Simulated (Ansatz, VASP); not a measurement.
## BeS: VASP beside Ansatz

INCAR

```
ALGO = Normal ; EDIFF = 1E-8
ENCUT = 520 ; GGA = PE
ISIF = 2 ; ISMEAR = -1
LASPH = True ; LCHARG = False
LEFG = True ; LREAL = False
LWAVE = False ; NBANDS = 11
NELM = 80 ; PREC = Accurate
SIGMA = 0.08
```

Contents of KPOINTS:

```
k-points
0
Gamma
  13 13 13
```

POSCAR

```
BeS
1.0
    0.0000000000      2.3144614809      2.3144614809
    2.3144614809      0.0000000000      2.3144614809
    2.3144614809      2.3144614809      0.0000000000
Be S
1 1
Direct
    0.0000000000      0.0000000000      0.0000000000
    0.5000000000      0.5000000000      0.5000000000
```

Input for Ansatz:

```yaml
crystal:
  lattice:
    - [0.0, 2.3144614809, 2.3144614809]
    - [2.3144614809, 0.0, 2.3144614809]
    - [2.3144614809, 2.3144614809, 0.0]
  atoms:
    - { symbol: Be, position: [0.0, 0.0, 0.0] }
    - { symbol: S, position: [0.5, 0.5, 0.5] }
kpoints:
  mp_grid: { grid: [13, 13, 13] }
  band_path:
    path:
      - [0.0, 0.0, 0.0]
      - [0.5, 0.0, 0.5]
      - [0.625, 0.25, 0.625]
      - [0.375, 0.375, 0.75]
      - [0.0, 0.0, 0.0]
      - [0.5, 0.5, 0.5]
      - [0.5, 0.25, 0.75]
      - [0.5, 0.0, 0.5]
    npoints: 8
scf:
  occupations: { method: fermi_dirac, width: 0.08 }
hamiltonian:
  xc: pbe
  pseudopotentials: { kind: all_electron, datasets: crystal }
output:
  forces: true
  stress: true
  eigenvalues: true
  efg: { contact_densities: true }
```

Alike in both runs: task electric field gradients; functional PBE; k mesh 13 × 13 × 13; occupations fermi-dirac, width 0.08 eV; no spin polarisation.

|  | VASP | Ansatz |
| --- | --- | --- |
| version | VASP 6.6.1 | Ansatz 0.2.0 |
| potentials or method | VASP PAW PBE potentials, release 64 (Be, S), cutoff 520 eV | all-electron PAW with datasets made for the crystal, scalar-relativistic |

Ansatz gave:

| Property | Result |
| --- | --- |
| pressure (GPa) | 0.0 |

Question: Which values does VASP return?

Answer: Pressure (GPa): -0.1.

Ansatz ran all-electron here, and VASP with PAW potentials.
